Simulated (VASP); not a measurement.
Here is a VASP 6.6.1 calculation.

INCAR

```
SYSTEM = SnO
PREC = Accurate
ENCUT = 520
EDIFF = 1E-6
ISMEAR = -1
SIGMA = 0.05
LREAL = .FALSE.
LASPH = .TRUE.
NELM = 60
ALGO = Normal
ISIF = 2
LWAVE = .FALSE.
LCHARG = .FALSE.
GGA = PE
NBANDS = 28
```

File KPOINTS:

```
Automatic mesh
0
G
  12 12 10
  0 0 0
```

File POSCAR:

```
SnO
1.0
    3.7986000000      0.0000000000      0.0000000000
    0.0000000000      3.7986000000      0.0000000000
    0.0000000000      0.0000000000      4.9376160000
Sn O
2 2
Direct
    0.5000000000      0.0000000000      0.2382509507
    0.0000000000      0.5000000000      0.7617490493
    0.0000000000      0.0000000000      0.0000000000
    0.5000000000      0.5000000000      0.0000000000
```

Potentials or basis: VASP PAW PBE potentials, release 64 (Sn_d, O).

Launch:

```console
$ cat potpaw_PBE.64/Sn_d/POTCAR potpaw_PBE.64/O/POTCAR > POTCAR
$ mpirun -np 1 vasp_std > vasp.out
```

Task: Estimate the largest force.

Result: 0.085 eV/Å.

Task: Estimate the pressure.

Result: 2.9 GPa.

Forces on the atoms (eV/Å):
```
Sn   0.000  0.000  0.085
Sn   0.000  0.000 -0.085
O    0.000  0.000  0.000
O    0.000  0.000  0.000
```

Caveat: the cell differs from its parent crystal (z stretched by +2 %, then relaxed in part).
